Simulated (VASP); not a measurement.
# PbO2 (P4_2/mnm) in VASP: a series of runs

The runs below take PbO2 through single point, with PBE.

Everything below comes from runs of VASP 6.6.1. Logs are shortened: lines on timing, memory, paths and dates and some standing lists are left out, and cuts for length are marked.

### Step 1. The cell of the first run

Symmetry: P4_2/mnm, No. 136, tetragonal system. The conventional cell has a = 4.938 Å, b = 4.938 Å, c = 3.428 Å, α = 90.00°, β = 90.00°, γ = 90.00°. Pb (site symmetry mmm) has 6 O at 2.14 to 2.18 Å within 2.8 Å. O (site symmetry m2m) has 3 Pb at 2.14 to 2.18 Å and 1 O at 2.69 Å within 2.8 Å.

### Step 2. Single point, PBE (13.93 Å³/atom)

INCAR

```
PREC     = Accurate       # precision mode
ENCUT    = 520            # plane-wave cutoff, eV
EDIFF    = 1E-6           # SCF threshold, eV
ISMEAR   = 0              # smearing method
SIGMA    = 0.1            # smearing width, eV
LREAL    = False          # projectors in reciprocal space
LASPH    = True           # aspherical terms in the spheres
NELM     = 60             # most SCF steps
ALGO     = Normal         # electronic algorithm
ISIF     = 2              # what is computed and relaxed
LWAVE    = False          # write WAVECAR
LCHARG   = True           # write CHGCAR
GGA      = PE             # functional
LELF     = True           # ELF
LVHAR    = True         
NBANDS   = 35             # bands
```

KPOINTS

```
Automatic mesh
0
Gamma
  8 8 10
```

POSCAR

```
PbO2
1.0
    4.9375617062      0.0000000000      0.0000000000
    0.0000000000      4.9375617062      0.0000000000
    0.0000000000      0.0000000000      3.4283673909
Pb O
2 4
Direct
    0.0000000000      0.0000000000      0.0000000000
    0.5000000000      0.5000000000      0.5000000000
    0.3070660383      0.3070660383      0.0000000000
    0.1929339617      0.8070660383      0.5000000000
    0.6929339617      0.6929339617      0.0000000000
    0.8070660383      0.1929339617      0.5000000000
```

Potentials or basis: VASP PAW PBE potentials, release 64 (Pb_d, O).

On the command line:

```bash
$ cat potpaw_PBE.64/Pb_d/POTCAR potpaw_PBE.64/O/POTCAR > POTCAR
$ mpirun -np 1 vasp_std > vasp.out
```

OUTCAR:

```text
PREC = Accurate
   ENCUT = 520
   EDIFF = 1E-6
   ISMEAR = 0
   LREAL = False
   LASPH = True
   NELM = 60
   ISIF = 2
   GGA = PE

 ion  position               nearest neighbor table
   1  0.000  0.000  0.000-   3 2.14   5 2.14   4 2.18   6 2.18   4 2.18   6 2.18   2 3.89   2 3.89
                             2 3.89   2 3.89   2 3.89   2 3.89   2 3.89   2 3.89
   2  0.500  0.500  0.500-   4 2.14   6 2.14   5 2.18   3 2.18   3 2.18   5 2.18   1 3.89   1 3.89
                             1 3.89   1 3.89   1 3.89   1 3.89   1 3.89   1 3.89
   3  0.307  0.307  0.000-   1 2.14   2 2.18   2 2.18
   4  0.193  0.807  0.500-   2 2.14   1 2.18   1 2.18
   5  0.693  0.693  0.000-   1 2.14   2 2.18   2 2.18
   6  0.807  0.193  0.500-   2 2.14   1 2.18   1 2.18

  LATTYP: Found a simple tetragonal cell.
 ALAT       =     4.9375617062
 C/A-ratio  =     0.6943442118

  Lattice vectors:

 A1 = (   4.9375617062,   0.0000000000,   0.0000000000)
 A2 = (   0.0000000000,   4.9375617062,   0.0000000000)
 A3 = (   0.0000000000,   0.0000000000,   3.4283673909)

Analysis of symmetry for initial positions (statically):
=====================================================================
 Subroutine PRICEL returns:
 Original cell was already a primitive cell.

 Routine SETGRP: Setting up the symmetry group for a
 simple tetragonal supercell.

 Subroutine GETGRP returns: Found 16 space group operations
 (whereof  8 operations were pure point group operations)
 out of a pool of 16 trial point group operations.

The static configuration has the point symmetry D_2h.
 The point group associated with its full space group is D_4h.

Analysis of symmetry for dynamics (positions and initial velocities):
=====================================================================
 Subroutine PRICEL returns:
 Original cell was already a primitive cell.

 Routine SETGRP: Setting up the symmetry group for a
 simple tetragonal supercell.

 Subroutine GETGRP returns: Found 16 space group operations
 (whereof  8 operations were pure point group operations)
 out of a pool of 16 trial point group operations.

The dynamic configuration has the point symmetry D_2h.
 The point group associated with its full space group is D_4h.

 Subroutine INISYM returns: Found 16 space group operations
 (whereof  8 operations are pure point group operations),
 and found     1 'primitive' translations

----------------------------------------------------------------------------------------

[... 99 lines left out ...]
   NELM   =     60;   NELMIN=  2; NELMDL= -5     # of ELM steps
   EDIFF  = 0.1E-05   stopping-criterion for ELM
   LREAL  =      F    real-space projection
   EDIFFG = 0.1E-04   stopping-criterion for IOM
   NSW    =      0    number of steps for IOM
   IBRION =     -1    ionic relax: 0-MD 1-quasi-New 2-CG
   NFREE  =      0    steps in history (QN), initial steepest desc. (CG)
   ISIF   =      2    stress and relaxation
   ISYM   =      2    0-nonsym 1-usesym 2-fastsym
   POTIM  = 0.5000    time-step for ionic-motion
   TEBEG  =    0.0;   TEEND  =   0.0 temperature during run
   PSTRESS=    0.0 pullay stress
   NELECT =      52.0000    total number of electrons
   NUPDOWN=      -1.0000    fix difference up-down
   EMIN   =  10.00;   EMAX   =-10.00  energy-range for DOS
   EFERMI =   0.00;   METHOD = LEGACY
   ISMEAR =     0;   SIGMA  =   0.10  broadening in eV -4-tet -1-fermi 0-gaus
   EFERMI_NEDOS =   21; number of points for ismear=-14 and -15
   IALGO  =     38    algorithm
   IMIX   =      4    mixing-type and parameters
     AMIX     =   0.40;   BMIX     =  1.00
     AMIX_MAG =   1.60;   BMIX_MAG =  1.00
  volume/ion in A,a.u.               =      13.93        94.01
  Fermi-wavevector in a.u.,A,eV,Ry     =   1.397564  2.641014 26.574709  1.953186
  Thomas-Fermi vector in A             =   2.520808
   LORBIT       =      0    0 simple, 1 ext, 2 COOP (PROOUT), +10 PAW based schemes
   GGA     = PE    functional components
   LHFCALC =     F    Hartree Fock is set to
   AEXX    =    0.0000 exact exchange contribution
   IVDW    =     0    specifies the selected vdW correction
   LEPSILON=     F    determine dielectric tensor
   LRPA    =     F    only Hartree local field effects (RPA)
 non-spin polarized calculation
 Gauss-broadening in eV      SIGMA  =   0.10
  energy-cutoff  :      520.00
  volume of cell :       83.58
 maximum number of plane-waves:      2277
 NGX is ok and might be reduce to    40
   NGX = 19   NGY = 19   NGZ = 13

 number of electron      52.0000003 magnetization

 Free energy of the ion-electron system (eV)
  ---------------------------------------------------
  ext. energy  EPLUGINS =         0.00000000
  ---------------------------------------------------
  free energy    TOTEN  =       -31.73342895 eV

  energy without entropy =      -31.73150829  energy(sigma->0) =      -31.73246862

 E-fermi :   4.4108     XC(G=0): -10.7060

 val. band max:        4.4022226489   @ k =   0.1250   0.0000   0.0000
 cond. band min:       4.4595959696   @ k =   0.0000   0.0000   0.0000
 fundamental gap:      0.0573733207
 Fermi energy:         4.4107564124

 k-point     1 :       0.0000    0.0000    0.0000
  band No.  band energies     occupation
      1     -13.9452      2.00000
      2     -13.8280      2.00000
      3     -12.1426      2.00000
      4     -12.1426      2.00000
      5     -11.1641      2.00000
      6     -10.9496      2.00000
[... 901 lines left out ...]
     34      16.0538      0.00000
     35      16.6588      0.00000

 [... further k-points ...]
[... 5 lines left out ...]
  --------------------------------------------------------------------------------------
  -------------------------------------------------------------------------------------
  Total        4.2429999      4.2429999      4.3435133     -0.0000000      0.0000000      0.0000000
  in kB       81.3338208     81.3338208     83.2605575     -0.0000000      0.0000000      0.0000000
  external PRESSURE =      81.9760663 kB  Pullay stress =       0.0000000 kB

 VOLUME and BASIS-vectors are now :
 -----------------------------------------------------------------------------
  energy-cutoff  :      520.00
  volume of cell :       83.58
      direct lattice vectors                 reciprocal lattice vectors
     4.937561706  0.000000000  0.000000000     0.202529114  0.000000000  0.000000000
     0.000000000  4.937561706  0.000000000     0.000000000  0.202529114  0.000000000
     0.000000000  0.000000000  3.428367391     0.000000000  0.000000000  0.291684025

 POSITION                                       TOTAL-FORCE (eV/Angst)
 -----------------------------------------------------------------------------------
      0.00000      0.00000      0.00000         0.000000      0.000000      0.000000
      2.46878      2.46878      1.71418         0.000000      0.000000      0.000000
      1.51616      1.51616      0.00000        -0.004456     -0.004456      0.000000
      0.95262      3.98494      1.71418         0.004456     -0.004456      0.000000
      3.42140      3.42140      0.00000         0.004456      0.004456     -0.000000
      3.98494      0.95262      1.71418        -0.004456      0.004456      0.000000
 -----------------------------------------------------------------------------------
    total drift:                                0.000000      0.000000     -0.000000

  FREE ENERGIE OF THE ION-ELECTRON SYSTEM (eV)
  ---------------------------------------------------
  free  energy   TOTEN  =       -31.7334289470 eV

  energy  without entropy=      -31.7315082885  energy(sigma->0) =      -31.73246862
```

OSZICAR:

```text
N       E                     dE             d eps       ncg     rms          rms(c)
DAV:   1     0.686375743254E+03    0.68638E+03   -0.25828E+04  6300   0.181E+03
DAV:   2     0.577809219551E+02   -0.62859E+03   -0.59687E+03  6802   0.502E+02
DAV:   3    -0.327745839252E+02   -0.90556E+02   -0.87598E+02  7505   0.208E+02
DAV:   4    -0.373932341390E+02   -0.46187E+01   -0.45753E+01  8040   0.492E+01
DAV:   5    -0.375510364176E+02   -0.15780E+00   -0.15757E+00  8331   0.932E+00    0.142E+01
DAV:   6    -0.317263774281E+02    0.58247E+01   -0.17861E+01  9582   0.516E+01    0.444E+00
DAV:   7    -0.317652750097E+02   -0.38898E-01   -0.17063E+00  7013   0.944E+00    0.277E+00
DAV:   8    -0.317592760808E+02    0.59989E-02   -0.36816E-01  9989   0.605E+00    0.117E+00
DAV:   9    -0.317318561915E+02    0.27420E-01   -0.79246E-02  9707   0.385E+00    0.123E-01
DAV:  10    -0.317334977484E+02   -0.16416E-02   -0.10443E-02  6973   0.552E-01    0.134E-01
DAV:  11    -0.317334410638E+02    0.56685E-04   -0.35712E-04  9880   0.208E-01    0.464E-02
DAV:  12    -0.317334312887E+02    0.97750E-05   -0.69108E-05  9098   0.545E-02    0.130E-02
DAV:  13    -0.317334287863E+02    0.25024E-05   -0.13121E-05  7899   0.433E-02    0.557E-03
DAV:  14    -0.317334289470E+02   -0.16074E-06   -0.16780E-06  4804   0.111E-02
   1 F= -.31733429E+02 E0= -.31732469E+02  d E =-.192066E-02
```

stdout:

```text
POSCAR found type information on POSCAR PbO
 POSCAR found :  2 types and       6 ions
 scaLAPACK will be used
 LDA part: xc-table for (Slater+PW92), standard interpolation
 POSCAR, INCAR and KPOINTS ok, starting setup
 FFT: planning ... GRIDC
 FFT: planning ... GRID_SOFT
 FFT: planning ... GRID
 WAVECAR not read
 entering main loop
```

Run time: 2.4 min. Hardware: 1 thread of AMD EPYC 9R45 (Zen 5), shared host; peak memory 0.31 GiB.

Results:

| Quantity | Value |
| --- | --- |
| Free energy | -31.7334 eV |
| Pressure | 8.2 GPa |
| Largest force | 0.006 eV/Å |

Forces on the atoms (eV/Å):
```
Pb   0.000  0.000  0.000
Pb   0.000  0.000  0.000
O   -0.004 -0.004  0.000
O    0.004 -0.004  0.000
O    0.004  0.004  0.000
O   -0.004  0.004  0.000
```

Levels at points of the mesh, in eV from the Fermi level:
| k point | band 23 | band 24 | band 25 | band 26 | band 27 | band 28 | band 29 | band 30 |
| --- | --- | --- | --- | --- | --- | --- | --- | --- |
| (0.00, 0.00, 0.00) | -0.64 | -0.64 | -0.62 | -0.62 | 0.05 | 4.28 | 5.85 | 5.85 |
| (0.50, 0.00, 0.00) | -0.68 | -0.68 | -0.40 | -0.40 | 2.53 | 2.53 | 6.46 | 6.46 |
| (0.50, 0.50, 0.00) | -0.70 | -0.70 | -0.49 | -0.49 | 2.90 | 2.90 | 6.78 | 6.78 |
| (0.00, 0.00, 0.50) | -1.17 | -1.17 | -0.82 | -0.82 | 3.83 | 3.83 | 9.02 | 9.02 |
| (0.50, 0.00, 0.50) | -0.81 | -0.81 | -0.18 | -0.18 | 4.17 | 4.17 | 7.48 | 7.48 |
| (0.50, 0.50, 0.50) | -0.70 | -0.70 | -0.54 | -0.54 | 2.89 | 2.89 | 8.41 | 8.41 |

Caveat: the cell stands under pressure; spin-orbit coupling is left out, which moves the levels of the heavy elements.

### Step 3. Single point, PBE (14.37 Å³/atom)

This run uses another cell than the first one, of 14.37 Å³/atom.

INCAR

```
SYSTEM = PbO2
PREC = Accurate
ENCUT = 520
EDIFF = 1E-6
ISMEAR = 0
SIGMA = 0.1
LREAL = .FALSE.
LASPH = .TRUE.
NELM = 80
ALGO = Normal
ISIF = 2
LWAVE = .FALSE.
LCHARG = .TRUE.
GGA = PE
LELF = .TRUE.
LVHAR = .TRUE.
NBANDS = 35
```

KPOINTS

```
regular mesh
0
G
  8 8 10
  0 0 0
```

POSCAR

```
PbO2
1.0
    5.0099838578      0.0000000000      0.0000000000
    0.0000000000      5.0099838578      0.0000000000
    0.0000000000      0.0000000000      3.4362413177
Pb O
2 4
Direct
    0.0000000000      0.0000000000      0.0000000000
    0.5000000000      0.5000000000      0.5000000000
    0.3074044205      0.3074044205      0.0000000000
    0.1925955795      0.8074044205      0.5000000000
    0.6925955795      0.6925955795      0.0000000000
    0.8074044205      0.1925955795      0.5000000000
```

Potentials or basis: VASP PAW PBE potentials, release 64 (Pb_d, O).

On the command line:

```bash
$ cat potpaw_PBE.64/Pb_d/POTCAR potpaw_PBE.64/O/POTCAR > POTCAR
$ mpirun -np 1 vasp_std > vasp.out
```

OUTCAR:

```text
SYSTEM = PbO2
   PREC = Accurate
   ENCUT = 520
   EDIFF = 1E-6
   ISMEAR = 0
   LREAL = .FALSE.
   LASPH = .TRUE.
   NELM = 80
   ISIF = 2
   GGA = PE

 ion  position               nearest neighbor table
   1  0.000  0.000  0.000-   3 2.18   5 2.18   4 2.19   6 2.19   4 2.19   6 2.19   2 3.94   2 3.94
                             2 3.94   2 3.94   2 3.94   2 3.94   2 3.94   2 3.94
   2  0.500  0.500  0.500-   4 2.18   6 2.18   5 2.19   3 2.19   3 2.19   5 2.19   1 3.94   1 3.94
                             1 3.94   1 3.94   1 3.94   1 3.94   1 3.94   1 3.94
   3  0.307  0.307  0.000-   1 2.18   2 2.19   2 2.19
   4  0.193  0.807  0.500-   2 2.18   1 2.19   1 2.19
[... 1125 lines left out ...]
  Total        2.0046364      2.0046364      2.1088351      0.0000000      0.0000000      0.0000000
  in kB       37.2383031     37.2383031     39.1739073      0.0000000      0.0000000      0.0000000
  external PRESSURE =      37.8835045 kB  Pullay stress =       0.0000000 kB

 VOLUME and BASIS-vectors are now :
 -----------------------------------------------------------------------------
  energy-cutoff  :      520.00
  volume of cell :       86.25
      direct lattice vectors                 reciprocal lattice vectors
     5.009983858  0.000000000  0.000000000     0.199601442  0.000000000  0.000000000
     0.000000000  5.009983858  0.000000000     0.000000000  0.199601442  0.000000000
     0.000000000  0.000000000  3.436241318     0.000000000  0.000000000  0.291015650

 POSITION                                       TOTAL-FORCE (eV/Angst)
 -----------------------------------------------------------------------------------
      0.00000      0.00000      0.00000         0.000000     -0.000000      0.000000
      2.50499      2.50499      1.71812         0.000000     -0.000000      0.000000
      1.54009      1.54009      0.00000        -0.005817     -0.005817      0.000000
      0.96490      4.04508      1.71812         0.005817     -0.005817      0.000000
      3.46989      3.46989      0.00000         0.005817      0.005817      0.000000
      4.04508      0.96490      1.71812        -0.005817      0.005817      0.000000
 -----------------------------------------------------------------------------------
    total drift:                                0.000000     -0.000000     -0.000000

  FREE ENERGIE OF THE ION-ELECTRON SYSTEM (eV)
  ---------------------------------------------------
  free  energy   TOTEN  =       -31.8345581203 eV

  energy  without entropy=      -31.8321468774  energy(sigma->0) =      -31.83335250
```

OSZICAR:

```text
N       E                     dE             d eps       ncg     rms          rms(c)
DAV:   1     0.682209246879E+03    0.68221E+03   -0.25787E+04  6308   0.180E+03
DAV:   2     0.578823076083E+02   -0.62433E+03   -0.59204E+03  6820   0.496E+02
DAV:   3    -0.327951637833E+02   -0.90677E+02   -0.87642E+02  7495   0.206E+02
DAV:   4    -0.373965345307E+02   -0.46014E+01   -0.45579E+01  8069   0.491E+01
DAV:   5    -0.375524287415E+02   -0.15589E+00   -0.15556E+00  8159   0.925E+00    0.140E+01
DAV:   6    -0.318455391045E+02    0.57069E+01   -0.17794E+01  9545   0.503E+01    0.455E+00
DAV:   7    -0.318667984426E+02   -0.21259E-01   -0.16926E+00  7508   0.964E+00    0.278E+00
DAV:   8    -0.318605073510E+02    0.62911E-02   -0.38223E-01  9740   0.573E+00    0.119E+00
DAV:   9    -0.318328450561E+02    0.27662E-01   -0.77592E-02  9762   0.364E+00    0.129E-01
DAV:  10    -0.318346661093E+02   -0.18211E-02   -0.11486E-02  6935   0.589E-01    0.138E-01
DAV:  11    -0.318345807644E+02    0.85345E-04   -0.37367E-04 10130   0.209E-01    0.555E-02
DAV:  12    -0.318345610349E+02    0.19729E-04   -0.76560E-05  7623   0.627E-02    0.175E-02
DAV:  13    -0.318345587176E+02    0.23174E-05   -0.87227E-06  8057   0.350E-02    0.356E-03
DAV:  14    -0.318345581203E+02    0.59731E-06   -0.24072E-06  6158   0.173E-02
   1 F= -.31834558E+02 E0= -.31833352E+02  d E =-.241124E-02
```

stdout:

```text
POSCAR found type information on POSCAR PbO
 POSCAR found :  2 types and       6 ions
 scaLAPACK will be used
 LDA part: xc-table for (Slater+PW92), standard interpolation
 POSCAR, INCAR and KPOINTS ok, starting setup
 FFT: planning ... GRIDC
 FFT: planning ... GRID_SOFT
 FFT: planning ... GRID
 WAVECAR not read
 entering main loop
```

Wall time 2.4 min (1 thread of AMD EPYC 9R45 (Zen 5), shared host); peak memory 0.31 GiB.

What came out:

* Free energy: -31.8346 eV
* Pressure: 3.8 GPa
* Largest force: 0.008 eV/Å

Forces in eV/Å, atoms in the order of the input:
```
Pb   0.000  0.000  0.000
Pb   0.000  0.000  0.000
O   -0.006 -0.006  0.000
O    0.006 -0.006  0.000
O    0.006  0.006  0.000
O   -0.006  0.006  0.000
```

Caveat: the cell stands under pressure; spin-orbit coupling is left out, which moves the levels of the heavy elements.
